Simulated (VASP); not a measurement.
# Cs (Im-3m) in VASP: further runs, part 2 of 2

VASP 6.6.1.

### Step 4. Single point, r2SCAN

This run uses another cell than the first one, of 117.98 Å³/atom.

Input file POSCAR:

```
Cs
1.0
   -3.0897096269      3.0897096269      3.0897096269
    3.0897096269     -3.0897096269      3.0897096269
    3.0897096269      3.0897096269     -3.0897096269
Cs
1
Direct
    0.0000000000      0.0000000000      0.0000000000
```

Input file INCAR.step1:

```
SYSTEM = Cs
ALGO = Normal
EDIFF = 1E-4
ENCUT = 520
GGA = PE
ISMEAR = 0
LASPH = .TRUE.
LCHARG = .FALSE.
LREAL = .FALSE.
LWAVE = .TRUE.
NBANDS = 10
NELM = 100
PREC = Accurate
SIGMA = 0.05
```

Input file INCAR.step2:

```
SYSTEM = Cs
ALGO = Normal
EDIFF = 1E-7
ENCUT = 520
ISIF = 2
ISMEAR = 0
ISTART = 1
LASPH = .TRUE.
LCHARG = .FALSE.
LMIXTAU = .TRUE.
LREAL = .FALSE.
LWAVE = .FALSE.
METAGGA = R2SCAN
NBANDS = 10
NELM = 100
PREC = Accurate
SIGMA = 0.05
```

Input file KPOINTS:

```
k-points
0
G
  10 10 10
  0 0 0
```

Potentials or basis: VASP PAW PBE potentials, release 64 (Cs_sv).

Command:

```
> cat potpaw_PBE.64/Cs_sv/POTCAR > POTCAR
> cp INCAR.step1 INCAR
> mpirun -np 1 vasp_std > vasp.out
> cp INCAR.step2 INCAR
> mpirun -np 1 vasp_std > vasp.out
```

OUTCAR:

```text
SYSTEM = Cs
   EDIFF = 1E-7
   ENCUT = 520
   ISIF = 2
   ISMEAR = 0
   ISTART = 1
   LASPH = .TRUE.
   LREAL = .FALSE.
   METAGGA = R2SCAN
   NELM = 100
   PREC = Accurate

 ion  position               nearest neighbor table
   1  0.000  0.000  0.000-

  LATTYP: Found a body centered cubic cell.
 ALAT       =     6.1794192538

  Lattice vectors:

 A1 = (  -3.0897096269,   3.0897096269,   3.0897096269)
 A2 = (   3.0897096269,  -3.0897096269,   3.0897096269)
 A3 = (   3.0897096269,   3.0897096269,  -3.0897096269)

Analysis of symmetry for initial positions (statically):
=====================================================================
 Subroutine PRICEL returns:
 Original cell was already a primitive cell.

 Routine SETGRP: Setting up the symmetry group for a
 body centered cubic supercell.

 Subroutine GETGRP returns: Found 48 space group operations
 (whereof 48 operations were pure point group operations)
 out of a pool of 48 trial point group operations.

The static configuration has the point symmetry O_h .

Analysis of symmetry for dynamics (positions and initial velocities):
=====================================================================
 Subroutine PRICEL returns:
 Original cell was already a primitive cell.

 Routine SETGRP: Setting up the symmetry group for a
 body centered cubic supercell.

 Subroutine GETGRP returns: Found 48 space group operations
 (whereof 48 operations were pure point group operations)
 out of a pool of 48 trial point group operations.

The dynamic configuration has the point symmetry O_h .

 Subroutine INISYM returns: Found 48 space group operations
 (whereof 48 operations are pure point group operations),
 and found     1 'primitive' translations

----------------------------------------------------------------------------------------

                                     Primitive cell

  volume of cell :     117.9812

[... 110 lines left out ...]
   LORBIT       =      0    0 simple, 1 ext, 2 COOP (PROOUT), +10 PAW based schemes
   METAGGA = R2SCAN    functional components
   LHFCALC =     F    Hartree Fock is set to
   AEXX    =    0.0000 exact exchange contribution
   IVDW    =     0    specifies the selected vdW correction
   LEPSILON=     F    determine dielectric tensor
   LRPA    =     F    only Hartree local field effects (RPA)
 non-spin polarized calculation
 Gauss-broadening in eV      SIGMA  =   0.05
  energy-cutoff  :      520.00
  volume of cell :      117.98
 maximum number of plane-waves:      3252
   NGX = 19   NGY = 19   NGZ = 19

 number of electron       9.0000002 magnetization

 Free energy of the ion-electron system (eV)
  ---------------------------------------------------
  ext. energy  EPLUGINS =         0.00000000
  ---------------------------------------------------
  free energy    TOTEN  =       -25.01443632 eV

  energy without entropy =      -25.01171831  energy(sigma->0) =      -25.01307731

 E-fermi :   0.5015     XC(G=0):  -5.5675

 val. band max:        0.4928535537   @ k =  -0.3000   0.4000   0.2000
 cond. band min:       0.5043034454   @ k =   0.3000   0.2000   0.0000
 fundamental gap:      0.0114498917
 Fermi energy:         0.5014639267

 k-point     1 :       0.0000    0.0000    0.0000
  band No.  band energies     occupation
      1     -24.3294      2.00000
      2     -10.6996      2.00000
      3     -10.6996      2.00000
      4     -10.6996      2.00000
      5      -1.2732      2.00000
      6       3.2741      0.00000
      7       3.2741      0.00000
      8       3.2741      0.00000
      9       4.1318      0.00000
     10       4.1318      0.00000
[... 287 lines left out ...]
 k-point    24 :      -0.3000    0.3000    0.1000
  band No.  band energies     occupation
      1     -24.3246      2.00000
      2     -10.7828      2.00000
      3     -10.7310      2.00000
      4     -10.7094      2.00000
      5      -0.2444      2.00000
      6       2.0799      0.00000
      7       2.6527      0.00000
      8       3.4681      0.00000
      9       4.2100      0.00000
     10       4.5286      0.00000

 [... further k-points ...]

------------------------ aborting loop because EDIFF is reached ----------------------------------------

  FORCE on cell =-STRESS in cart. coord.  units (eV):
  Direction    XX          YY          ZZ          XY          YZ          ZX
  --------------------------------------------------------------------------------------
  -------------------------------------------------------------------------------------
  Total        0.0697812      0.0697812      0.0697812      0.0000000      0.0000000     -0.0000000
  in kB        0.9476246      0.9476246      0.9476246      0.0000000      0.0000000     -0.0000000
  external PRESSURE =       0.9476246 kB  Pullay stress =       0.0000000 kB

 VOLUME and BASIS-vectors are now :
 -----------------------------------------------------------------------------
  energy-cutoff  :      520.00
  volume of cell :      117.98
      direct lattice vectors                 reciprocal lattice vectors
    -3.089709627  3.089709627  3.089709627     0.000000000  0.161827505  0.161827505
     3.089709627 -3.089709627  3.089709627     0.161827505  0.000000000  0.161827505
     3.089709627  3.089709627 -3.089709627     0.161827505  0.161827505  0.000000000

 POSITION                                       TOTAL-FORCE (eV/Angst)
 -----------------------------------------------------------------------------------
      0.00000      0.00000      0.00000         0.000000      0.000000     -0.000000
 -----------------------------------------------------------------------------------
    total drift:                               -0.000000      0.000000     -0.000000

  FREE ENERGIE OF THE ION-ELECTRON SYSTEM (eV)
  ---------------------------------------------------
  free  energy   TOTEN  =       -25.0144363185 eV

  energy  without entropy=      -25.0117183100  energy(sigma->0) =      -25.01307731
```

OSZICAR.step1:

```text
N       E                     dE             d eps       ncg     rms          rms(c)
DAV:   1     0.536669448923E+02    0.53667E+02   -0.28706E+03   940   0.618E+02
DAV:   2     0.486681255406E+01   -0.48800E+02   -0.47270E+02  1246   0.105E+02
DAV:   3    -0.761111535369E+00   -0.56279E+01   -0.56204E+01  1092   0.419E+01
DAV:   4    -0.845195622665E+00   -0.84084E-01   -0.84066E-01  1194   0.621E+00
DAV:   5    -0.845591058279E+00   -0.39544E-03   -0.39542E-03  1320   0.385E-01    0.130E-01
DAV:   6    -0.846216733528E+00   -0.62568E-03   -0.13469E-03  1150   0.178E-01    0.901E-02
DAV:   7    -0.847256112075E+00   -0.10394E-02   -0.35050E-03  1030   0.295E-01    0.360E-02
DAV:   8    -0.847350651752E+00   -0.94540E-04   -0.12796E-04  1064   0.697E-02
   1 F= -.84735065E+00 E0= -.84566444E+00  d E =-.337243E-02
```

Wall time 1.7 min (1 thread of Intel Xeon 6975P-C (Granite Rapids), shared host); peak memory 0.27 GiB.

Results:

| Item | Value |
| --- | --- |
| Free energy | -25.0144 eV |
| Pressure | 0.1 GPa |
| Band gap on the k mesh | zero (an odd number of electrons rules out a gap without spin polarisation) |

Caveat: the PAW data sets were made with another functional, which shifts forces and pressure a little; spin-orbit coupling is left out, which moves the levels of the heavy elements.

### Step 5. Single point, r2SCAN (118.45 Å³/atom)

This run uses another cell than the first one, of 118.45 Å³/atom.

Input file POSCAR:

```
Cs
1.0
   -3.0938237591      3.0938237591      3.0938237591
    3.0938237591     -3.0938237591      3.0938237591
    3.0938237591      3.0938237591     -3.0938237591
Cs
1
Direct
    0.0000000000      0.0000000000      0.0000000000
```

Input file INCAR.step1:

```
SYSTEM = Cs
PREC = Accurate
ENCUT = 520
ISMEAR = 0
SIGMA = 0.05
LREAL = .False.
LASPH = .True.
NELM = 60
NBANDS = 10
GGA = PE
ALGO = Normal
EDIFF = 1E-4
LWAVE = .True.
LCHARG = .False.
```

Input file INCAR.step2:

```
SYSTEM = Cs
PREC = Accurate
ENCUT = 520
EDIFF = 1E-6
ISMEAR = 0
SIGMA = 0.05
LREAL = .False.
LASPH = .True.
NELM = 60
ALGO = Normal
ISIF = 2
LWAVE = .False.
LCHARG = .False.
METAGGA = R2SCAN
LMIXTAU = .True.
NBANDS = 10
ISTART = 1
```

Input file KPOINTS:

```
Automatic mesh
0
Gamma
  10 10 10
  0 0 0
```

Potentials or basis: VASP PAW PBE potentials, release 64 (Cs_sv).

Command:

```
> cat potpaw_PBE.64/Cs_sv/POTCAR > POTCAR
> cp INCAR.step1 INCAR
> mpirun -np 1 vasp_std > vasp.out
> cp INCAR.step2 INCAR
> mpirun -np 1 vasp_std > vasp.out
```

OUTCAR:

```text
SYSTEM = Cs
   PREC = Accurate
   ENCUT = 520
   EDIFF = 1E-6
   ISMEAR = 0
   LREAL = .False.
   LASPH = .True.
   NELM = 60
   ISIF = 2
   METAGGA = R2SCAN
   ISTART = 1

 ion  position               nearest neighbor table
   1  0.000  0.000  0.000-

  LATTYP: Found a body centered cubic cell.
 ALAT       =     6.1876475182

  Lattice vectors:

 A1 = (  -3.0938237591,   3.0938237591,   3.0938237591)
 A2 = (   3.0938237591,  -3.0938237591,   3.0938237591)
[... 491 lines left out ...]
     10       4.5119      0.00000

 [... further k-points ...]

------------------------ aborting loop because EDIFF is reached ----------------------------------------

  FORCE on cell =-STRESS in cart. coord.  units (eV):
  Direction    XX          YY          ZZ          XY          YZ          ZX
  --------------------------------------------------------------------------------------
  -------------------------------------------------------------------------------------
  Total        0.0633045      0.0633045      0.0633045     -0.0000000     -0.0000000      0.0000000
  in kB        0.8562457      0.8562457      0.8562457     -0.0000000     -0.0000000      0.0000000
  external PRESSURE =       0.8562457 kB  Pullay stress =       0.0000000 kB

 VOLUME and BASIS-vectors are now :
 -----------------------------------------------------------------------------
  energy-cutoff  :      520.00
  volume of cell :      118.45
      direct lattice vectors                 reciprocal lattice vectors
    -3.093823759  3.093823759  3.093823759     0.000000000  0.161612309  0.161612309
     3.093823759 -3.093823759  3.093823759     0.161612309  0.000000000  0.161612309
     3.093823759  3.093823759 -3.093823759     0.161612309  0.161612309  0.000000000

 POSITION                                       TOTAL-FORCE (eV/Angst)
 -----------------------------------------------------------------------------------
      0.00000      0.00000      0.00000         0.000000      0.000000      0.000000
 -----------------------------------------------------------------------------------
    total drift:                                0.000000     -0.000000     -0.000000

  FREE ENERGIE OF THE ION-ELECTRON SYSTEM (eV)
  ---------------------------------------------------
  free  energy   TOTEN  =       -25.0147185303 eV

  energy  without entropy=      -25.0120189972  energy(sigma->0) =      -25.01336876
```

OUTCAR.step1:

```text
SYSTEM = Cs
   PREC = Accurate
   ENCUT = 520
   ISMEAR = 0
   LREAL = .False.
   LASPH = .True.
   NELM = 60
[... 528 lines left out ...]
 -----------------------------------------------------------------------------------
      0.00000      0.00000      0.00000         0.000000      0.000000      0.000000
 -----------------------------------------------------------------------------------
    total drift:                               -0.000000      0.000000     -0.000000

  FREE ENERGIE OF THE ION-ELECTRON SYSTEM (eV)
  ---------------------------------------------------
  free  energy   TOTEN  =        -0.8473056386 eV

  energy  without entropy=       -0.8439439654  energy(sigma->0) =       -0.84562480
```

Wall time 1.7 min (1 thread of Intel Xeon 6975P-C (Granite Rapids), shared host); peak memory 0.27 GiB.

What came out:

```
Free energy            : -25.0147 eV
Pressure               : 0.1 GPa
Band gap on the k mesh : zero (an odd number of electrons rules out a gap without spin polarisation)
```

Caveat: the PAW data sets were made with another functional, which shifts forces and pressure a little; spin-orbit coupling is left out, which moves the levels of the heavy elements.

### Step 6. Summary

```tsv
cell	gap on the mesh (eV)	pressure (GPa)
a = 5.215 Å, angles 109.5°, 1 atom	none	0.2
a = 5.293 Å, angles 109.5°, 1 atom	none	0.2
a = 5.352 Å, angles 109.5°, 1 atom	none	0.1
a = 5.359 Å, angles 109.5°, 1 atom	none	0.1
```

Alike in all rows: task single point; level r2SCAN; potentials or basis VASP PAW PBE potentials, release 64 (Cs_sv); no spin polarisation; k mesh 10 × 10 × 10; cutoff (eV) 520; smearing gaussian 0.05 eV.

Caveats: the PAW data sets were made with another functional, which shifts forces and pressure a little; spin-orbit coupling is left out, which moves the levels of the heavy elements.

Absolute energies hang on the potentials; compare differences alone.
